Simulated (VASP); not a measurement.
# AlRu (CsCl type) (Pm-3m) in VASP: further runs

The runs below take AlRu (CsCl type) through single point, relaxation of cell and atoms, with PBE.

All numbers are computed with VASP 6.6.1; they aren't measurements. Logs are shortened: lines on timing, memory, paths and dates and some standing lists are left out, and cuts for length are marked.

## (1) The cell of the first run

It takes space group Pm-3m (No. 221, cubic). The conventional cell has a = 3.005 Å, b = 3.005 Å, c = 3.005 Å, α = 90.00°, β = 90.00°, γ = 90.00°. Ru (site symmetry m-3m) has 8 Al at 2.60 Å and 6 Ru at 3.00 Å within 3.4 Å. Al (site symmetry m-3m) has 8 Ru at 2.60 Å and 6 Al at 3.00 Å within 3.4 Å.

## (2) Single point, PBE

File INCAR:

```
PREC     = Accurate       # precision mode
ENCUT    = 520            # plane-wave cutoff, eV
EDIFF    = 1E-6           # SCF threshold, eV
ISMEAR   = -1             # smearing method
SIGMA    = 0.08           # smearing width, eV
LREAL    = F              # projectors in reciprocal space
LASPH    = T              # aspherical terms in the spheres
NELM     = 80             # most SCF steps
ALGO     = Normal         # electronic algorithm
ISIF     = 2              # what is computed and relaxed
LWAVE    = F              # write WAVECAR
LCHARG   = F              # write CHGCAR
GGA      = PE             # functional
NBANDS   = 16             # bands
```

File KPOINTS:

```
regular mesh
0
Gamma
  13 13 13
```

File POSCAR:

```
AlRu
1.0
    3.0047869675      0.0000000000      0.0000000000
    0.0000000000      3.0047869675      0.0000000000
    0.0000000000      0.0000000000      3.0047869675
Ru Al
1 1
Direct
    0.0000000000      0.0000000000      0.0000000000
    0.5000000000      0.5000000000      0.5000000000
```

Potentials or basis: VASP PAW PBE potentials, release 64 (Ru_pv, Al).

On the command line:

```bash
$ cat potpaw_PBE.64/Ru_pv/POTCAR potpaw_PBE.64/Al/POTCAR > POTCAR
$ mpirun -np 1 vasp_std > vasp.out
```

OUTCAR:

```text
PREC = Accurate
   ENCUT = 520
   EDIFF = 1E-6
   ISMEAR = -1
   LREAL = F
   LASPH = T
   NELM = 80
   ISIF = 2
   GGA = PE

 ion  position               nearest neighbor table
   1  0.000  0.000  0.000-   2 2.60   2 2.60   2 2.60   2 2.60   2 2.60   2 2.60   2 2.60   2 2.60

   2  0.500  0.500  0.500-   1 2.60   1 2.60   1 2.60   1 2.60   1 2.60   1 2.60   1 2.60   1 2.60

  LATTYP: Found a simple cubic cell.
 ALAT       =     3.0047869675

  Lattice vectors:

 A1 = (   3.0047869675,   0.0000000000,   0.0000000000)
 A2 = (   0.0000000000,   3.0047869675,   0.0000000000)
 A3 = (   0.0000000000,   0.0000000000,   3.0047869675)

Analysis of symmetry for initial positions (statically):
=====================================================================
 Subroutine PRICEL returns:
 Original cell was already a primitive cell.

 Routine SETGRP: Setting up the symmetry group for a
 simple cubic supercell.

 Subroutine GETGRP returns: Found 48 space group operations
 (whereof 48 operations were pure point group operations)
 out of a pool of 48 trial point group operations.

The static configuration has the point symmetry O_h .

Analysis of symmetry for dynamics (positions and initial velocities):
=====================================================================
 Subroutine PRICEL returns:
 Original cell was already a primitive cell.

 Routine SETGRP: Setting up the symmetry group for a
 simple cubic supercell.

 Subroutine GETGRP returns: Found 48 space group operations
 (whereof 48 operations were pure point group operations)
 out of a pool of 48 trial point group operations.

The dynamic configuration has the point symmetry O_h .

 Subroutine INISYM returns: Found 48 space group operations
 (whereof 48 operations are pure point group operations),
 and found     1 'primitive' translations

----------------------------------------------------------------------------------------

                                     Primitive cell

  volume of cell :      27.1295

  direct lattice vectors                    reciprocal lattice vectors
     3.004786967  0.000000000  0.000000000     0.332802295  0.000000000  0.000000000
     0.000000000  3.004786967  0.000000000     0.000000000  0.332802295  0.000000000
     0.000000000  0.000000000  3.004786967     0.000000000  0.000000000  0.332802295

  length of vectors
     3.004786967  3.004786967  3.004786967     0.332802295  0.332802295  0.332802295

  position of ions in fractional coordinates (direct lattice)
     0.000000000  0.000000000  0.000000000
     0.500000000  0.500000000  0.500000000

  ion indices of the primitive-cell ions
   primitive index   ion index
                 1           1
                 2           2

----------------------------------------------------------------------------------------

 KPOINTS: regular mesh

Automatic generation of k-mesh.
 Grid dimensions read from file:
 generate k-points for:   13   13   13

 Generating k-lattice:

  Cartesian coordinates                     Fractional coordinates (reciprocal lattice)
     0.025600177  0.000000000  0.000000000     0.076923077  0.000000000  0.000000000
     0.000000000  0.025600177  0.000000000     0.000000000  0.076923077  0.000000000
     0.000000000  0.000000000  0.025600177     0.000000000  0.000000000  0.076923077

  Length of vectors
     0.025600177  0.025600177  0.025600177

  Shift w.r.t. Gamma in fractional coordinates (k-lattice)
     0.000000000  0.000000000  0.000000000

 Subroutine IBZKPT returns following result:
 ===========================================

 Found     84 irreducible k-points:

 Following reciprocal coordinates:
            Coordinates               Weight
  0.000000  0.000000  0.000000      1.000000
  0.076923  0.000000  0.000000      6.000000
  0.153846  0.000000  0.000000      6.000000
  0.230769  0.000000  0.000000      6.000000
  0.307692  0.000000  0.000000      6.000000
  0.384615  0.000000  0.000000      6.000000
[... 16 lines left out ...]
  0.307692  0.307692  0.000000     12.000000
  0.384615  0.307692  0.000000     24.000000
 [... further k-points ...]
   k-points           NKPTS =     84   k-points in BZ     NKDIM =     84   number of bands    NBANDS=     16
   number of dos      NEDOS =    301   number of ions     NIONS =      2
   total plane-waves  NPLWV =  13824
   dimension x,y,z NGX =    24 NGY =   24 NGZ =   24
   dimension x,y,z NGXF=    48 NGYF=   48 NGZF=   48
   ions per type =               1   1
   NGX,Y,Z   is equivalent  to a cutoff of  13.28, 13.28, 13.28 a.u.
   NGXF,Y,Z  is equivalent  to a cutoff of  26.56, 26.56, 26.56 a.u.
 SYSTEM =  unknown system
   PREC   = accura    normal or accurate (medium, high low for compatibility)
   ISTART =      0    job   : 0-new  1-cont  2-samecut
   ICHARG =      2    charge: 1-file 2-atom 10-const
   ISPIN  =      1    spin polarized calculation?
   LNONCOLLINEAR =      F non collinear calculations
   LSORBIT =      F    spin-orbit coupling
   LASPH  =      T    aspherical Exc in radial PAW
   ENCUT  =  520.0 eV  38.22 Ry    6.18 a.u.   5.59  5.59  5.59*2*pi/ulx,y,z
   NELM   =     80;   NELMIN=  2; NELMDL= -5     # of ELM steps
   EDIFF  = 0.1E-05   stopping-criterion for ELM
   LREAL  =      F    real-space projection
   EDIFFG = 0.1E-04   stopping-criterion for IOM
   NSW    =      0    number of steps for IOM
   IBRION =     -1    ionic relax: 0-MD 1-quasi-New 2-CG
   NFREE  =      0    steps in history (QN), initial steepest desc. (CG)
   ISIF   =      2    stress and relaxation
   ISYM   =      2    0-nonsym 1-usesym 2-fastsym
   POTIM  = 0.5000    time-step for ionic-motion
   TEBEG  =    0.0;   TEEND  =   0.0 temperature during run
   PSTRESS=    0.0 pullay stress
   NELECT =      17.0000    total number of electrons
   NUPDOWN=      -1.0000    fix difference up-down
   EMIN   =  10.00;   EMAX   =-10.00  energy-range for DOS
   EFERMI =   0.00;   METHOD = LEGACY
   ISMEAR =    -1;   SIGMA  =   0.08  broadening in eV -4-tet -1-fermi 0-gaus
   EFERMI_NEDOS =   21; number of points for ismear=-14 and -15
   IALGO  =     38    algorithm
   IMIX   =      4    mixing-type and parameters
     AMIX     =   0.40;   BMIX     =  1.00
     AMIX_MAG =   1.60;   BMIX_MAG =  1.00
  volume/ion in A,a.u.               =      13.56        91.54
  Fermi-wavevector in a.u.,A,eV,Ry     =   1.400912  2.647339 26.702165  1.962554
  Thomas-Fermi vector in A             =   2.523825
   LORBIT       =      0    0 simple, 1 ext, 2 COOP (PROOUT), +10 PAW based schemes
   GGA     = PE    functional components
   LHFCALC =     F    Hartree Fock is set to
   AEXX    =    0.0000 exact exchange contribution
   IVDW    =     0    specifies the selected vdW correction
   LEPSILON=     F    determine dielectric tensor
   LRPA    =     F    only Hartree local field effects (RPA)
 non-spin polarized calculation
  energy-cutoff  :      520.00
  volume of cell :       27.13
 maximum number of plane-waves:       743
 NGX is ok and might be reduce to    24
   NGX = 11   NGY = 11   NGZ = 11

 number of electron      16.9999996 magnetization

 Free energy of the ion-electron system (eV)
  ---------------------------------------------------
  ext. energy  EPLUGINS =         0.00000000
  ---------------------------------------------------
  free energy    TOTEN  =       -14.27861288 eV

  energy without entropy =      -14.24667097  energy(sigma->0) =      -14.26264192

 E-fermi :  10.5621     XC(G=0): -12.4981

 val. band max:       10.5482188052   @ k =   0.4615   0.1538   0.0000
 cond. band min:      10.5656897239   @ k =   0.2308   0.0769   0.0769
 fundamental gap:      0.0174709187
 Fermi energy:        10.5620751502

 k-point     1 :       0.0000    0.0000    0.0000
  band No.  band energies     occupation
      1     -31.2260      2.00000
      2     -31.2260      2.00000
      3     -31.2260      2.00000
      4       0.9342      2.00000
      5       7.0388      2.00000
      6       7.0388      2.00000
[... 8 lines left out ...]
     15      22.6674      0.00000
     16      25.3901      0.00000

 k-point     2 :       0.0769    0.0000    0.0000
  band No.  band energies     occupation
      1     -31.2375      2.00000
      2     -31.2250      2.00000
      3     -31.2250      2.00000
      4       1.0466      2.00000
      5       7.0765      2.00000
      6       7.0781      2.00000
[... 8 lines left out ...]
     15      22.6678      0.00000
     16      25.7499      0.00000

 k-point     3 :       0.1538    0.0000    0.0000
  band No.  band energies     occupation
      1     -31.2694      2.00000
      2     -31.2223      2.00000
      3     -31.2223      2.00000
      4       1.3781      2.00000
      5       7.1522      2.00000
      6       7.1899      2.00000
[... 8 lines left out ...]
     15      22.6731      0.00000
     16      26.8901      0.00000

 k-point     4 :       0.2308    0.0000    0.0000
  band No.  band energies     occupation
      1     -31.3140      2.00000
      2     -31.2185      2.00000
      3     -31.2185      2.00000
      4       1.9119      2.00000
      5       7.1470      2.00000
      6       7.3559      2.00000
[... 8 lines left out ...]
     15      23.1139      0.00000
     16      27.2285      0.00000
[... 324 lines left out ...]
 k-point    22 :       0.4615    0.2308    0.0000
  band No.  band energies     occupation
      1     -31.4110      2.00000
      2     -31.2938      2.00000
      3     -31.2017      2.00000
      4       4.7357      2.00000
      5       5.9101      2.00000
      6       8.3141      2.00000
[... 8 lines left out ...]
     15      22.6690      0.00000
     16      23.8763      0.00000

 k-point    23 :       0.3077    0.3077    0.0000
  band No.  band energies     occupation
      1     -31.3480      2.00000
      2     -31.3440      2.00000
      3     -31.2029      2.00000
      4       3.8929      2.00000
      5       6.8427      2.00000
      6       8.2299      2.00000
[... 8 lines left out ...]
     15      23.1168      0.00000
     16      25.1938      0.00000

 k-point    24 :       0.3846    0.3077    0.0000
  band No.  band energies     occupation
      1     -31.3838      2.00000
      2     -31.3415      2.00000
      3     -31.1995      2.00000
      4       4.3762      2.00000
      5       6.6284      2.00000
      6       8.4659      2.00000
[... 8 lines left out ...]
     15      22.7425      0.00000
     16      25.1677      0.00000

 [... further k-points ...]
[... 5 lines left out ...]
  --------------------------------------------------------------------------------------
  -------------------------------------------------------------------------------------
  Total       -0.0240345     -0.0240345     -0.0240345     -0.0000000      0.0000000     -0.0000000
  in kB       -1.4193989     -1.4193989     -1.4193989     -0.0000000      0.0000000     -0.0000000
  external PRESSURE =      -1.4193989 kB  Pullay stress =       0.0000000 kB

 VOLUME and BASIS-vectors are now :
 -----------------------------------------------------------------------------
  energy-cutoff  :      520.00
  volume of cell :       27.13
      direct lattice vectors                 reciprocal lattice vectors
     3.004786967  0.000000000  0.000000000     0.332802295  0.000000000  0.000000000
     0.000000000  3.004786967  0.000000000     0.000000000  0.332802295  0.000000000
     0.000000000  0.000000000  3.004786967     0.000000000  0.000000000  0.332802295

 POSITION                                       TOTAL-FORCE (eV/Angst)
 -----------------------------------------------------------------------------------
      0.00000      0.00000      0.00000         0.000000      0.000000      0.000000
      1.50239      1.50239      1.50239         0.000000      0.000000      0.000000
 -----------------------------------------------------------------------------------
    total drift:                                0.000000      0.000000      0.000000

  FREE ENERGIE OF THE ION-ELECTRON SYSTEM (eV)
  ---------------------------------------------------
  free  energy   TOTEN  =       -14.2786128815 eV

  energy  without entropy=      -14.2466709656  energy(sigma->0) =      -14.26264192
```

Run time: 8.1 s. Hardware: 1 thread of Intel Xeon 6975P-C (Granite Rapids), shared host; peak memory 0.16 GiB.

Results:

| Quantity | Value |
| --- | --- |
| Free energy | -14.2786 eV |
| Pressure | -0.1 GPa |

## (3) Single point, PBE

File INCAR:

```
PREC = Accurate ; ENCUT = 520
EDIFF = 1E-7 ; ISMEAR = -1
SIGMA = 0.08 ; LREAL = F
LASPH = T ; NELM = 60
ALGO = Normal ; ISIF = 2
LWAVE = F ; LCHARG = T
GGA = PE ; LELF = T
LVHAR = T ; NBANDS = 16
```

KPOINTS is that of step 2.

File POSCAR:

```
AlRu
1.0
    3.0043234756      0.0000000000      0.0000000000
    0.0000000000      3.0043234756      0.0000000000
    0.0000000000      0.0000000000      3.0043234756
Ru Al
1 1
Direct
    0.0000000000      0.0000000000      0.0000000000
    0.5000000000      0.5000000000      0.5000000000
```

Potentials or basis: VASP PAW PBE potentials, release 64 (Ru_pv, Al).

On the command line:

```bash
$ cat potpaw_PBE.64/Ru_pv/POTCAR potpaw_PBE.64/Al/POTCAR > POTCAR
$ mpirun -np 1 vasp_std > vasp.out
```

Wall time 8.7 s (1 thread of Intel Xeon 6975P-C (Granite Rapids), shared host); peak memory 0.16 GiB.

The run converged. Its results:

- Free energy: -14.2786 eV
- Pressure: 0.0 GPa

Levels at points of the mesh, in eV from the Fermi level:
| k point | band 6 | band 7 | band 8 | band 9 | band 10 | band 11 | band 12 | band 13 |
| --- | --- | --- | --- | --- | --- | --- | --- | --- |
| (0.00, 0.00, 0.00) | -3.53 | 0.15 | 0.15 | 0.15 | 5.99 | 5.99 | 5.99 | 10.87 |

## (4) Relaxation of cell and atoms, PBE, target pressure -0.077 GPa, at which the enthalpy is minimised

File INCAR:

```
  ALGO = Normal
  EDIFF = 1E-7
  EDIFFG = -0.005
  ENCUT = 600
  GGA = PE
  IBRION = 2
  ISIF = 3
  ISMEAR = -1
  LASPH = True
  LCHARG = False
  LREAL = False
  LWAVE = False
  NELM = 60
  NSW = 32
  PREC = Accurate
  PSTRESS = -0.77
  SIGMA = 0.08
```

File KPOINTS:

```
k-points
0
Gamma
  13 13 13
```

File POSCAR:

```
AlRu
1.0
    3.0047869675      0.0000000000      0.0000000000
    0.0000000000      3.0047869675      0.0000000000
    0.0000000000      0.0000000000      3.0047869675
Ru Al
1 1
Direct
    0.0000000000      0.0000000000      0.0000000000
    0.5000000000      0.5000000000      0.5000000000
```

On the command line:

```bash
$ cat potpaw_PBE.64/Ru_pv/POTCAR potpaw_PBE.64/Al/POTCAR > POTCAR
$ mpirun -np 1 vasp_std > vasp.out
```

Wall time 16 s (1 thread of Intel Xeon 6975P-C (Granite Rapids), shared host); peak memory 0.16 GiB.

Results (log left out):

| Item | Value |
| --- | --- |
| Free energy | -14.2786 eV |
| Relaxed volume | 13.56 Å³/atom |
| Relaxed cell | a = 3.004 Å, b = 3.004 Å, c = 3.004 Å, α = 90.00°, β = 90.00°, γ = 90.00° |
| Space group after relaxing (to 0.05 Å) | Pm-3m (No. 221) |
| Energy change on relaxing (the enthalpy is what falls) | -0.0 meV/atom |
| Ionic steps | 3 |
| Pressure after relaxing | -0.1 GPa |

Final structure:
```cif
data_structure
_symmetry_space_group_name_H-M 'P 1'
_symmetry_Int_Tables_number 1
_cell_length_a 3.0043
_cell_length_b 3.0043
_cell_length_c 3.0043
_cell_angle_alpha 90.000
_cell_angle_beta 90.000
_cell_angle_gamma 90.000
_cell_volume 27.12
loop_
_atom_site_label
_atom_site_type_symbol
_atom_site_fract_x
_atom_site_fract_y
_atom_site_fract_z
_atom_site_occupancy
Ru1 Ru 0.00000 0.00000 0.00000 1
Al1 Al 0.50000 0.50000 0.50000 1
```

Levels at points of the mesh, in eV from the Fermi level:
```
           k point  band 6  band 7  band 8  band 9  band 10  band 11  band 12
(0.00, 0.00, 0.00)   -3.53    0.15    0.15    0.15     5.99     5.99     5.99
```

Caveat: the cell is relaxed towards a set pressure, so the enthalpy falls and the energy may rise.

[end of part 1 of 2]
